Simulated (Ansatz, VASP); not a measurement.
Te: VASP beside Ansatz

Contents of INCAR:

```
ALGO = Normal ; EDIFF = 1E-6
EDIFFG = -0.01 ; ENCUT = 600
GGA = RP ; IBRION = 2
ISIF = 3 ; ISMEAR = -1
LASPH = True ; LCHARG = False
LREAL = False ; LWAVE = False
NELM = 100 ; NSW = 80
PREC = Accurate ; SIGMA = 0.1
```

File KPOINTS:

```
k-points
0
Gamma
  11 11 11
```

POSCAR

```
Te
1.0
    0.0000000000      2.4339108928      2.4339108928
    2.4339108928      0.0000000000      2.4339108928
    2.4339108928      2.4339108928      0.0000000000
Te
1
Direct
    0.0000000000      0.0000000000      0.0000000000
```

Input for Ansatz:

```yaml
crystal:
  lattice:
    - [0.0, 2.4339108928, 2.4339108928]
    - [2.4339108928, 0.0, 2.4339108928]
    - [2.4339108928, 2.4339108928, 0.0]
  atoms:
    - { symbol: Te, position: [0.0, 0.0, 0.0] }
hamiltonian:
  xc: rpbe
  pseudopotentials:
    kind: paw
    azcp:
      Te: "pseudopotentials/Te.paw.azcp"
basis:
  ecutwfc: 420
  fft_grid_basis: typed
kpoints:
  mp_grid: { grid: [11, 11, 11], shift: [0, 0, 0] }
magnetization:
  spin_polarized: false
scf:
  occupations: { method: fermi_dirac, width: 0.1 }
relax:
  max_steps: 60
  f_tol: 0.01
  cell: {}
```

Alike in both runs: task relaxation of cell and atoms; functional RPBE; k mesh 11 × 11 × 11; occupations fermi-dirac, width 0.1 eV; no spin polarisation.

```csv
,VASP,Ansatz
version,VASP 6.6.1,Ansatz 0.2.0
potentials or method,"VASP PAW PBE potentials, release 64 (Te), cutoff 600 eV","plane waves (420 eV) with PAW, scalar-relativistic"
valence electrons in the cell,6,16
```

|  | VASP | Ansatz | Ansatz less VASP |
| --- | --- | --- | --- |
| relaxed volume (Å³/atom) | 28.96 | 29.06 | +0.102 |
| relaxed cell length with the largest relative difference (Å) | 3.447 | 3.451 | +0.0040 |

VASP's potentials were made for PBE, not for RPBE. VASP's potentials hold 6 valence electrons a cell and Ansatz's 16, so a difference there can come from the potentials and not from the codes.

Spin-orbit coupling is off throughout.
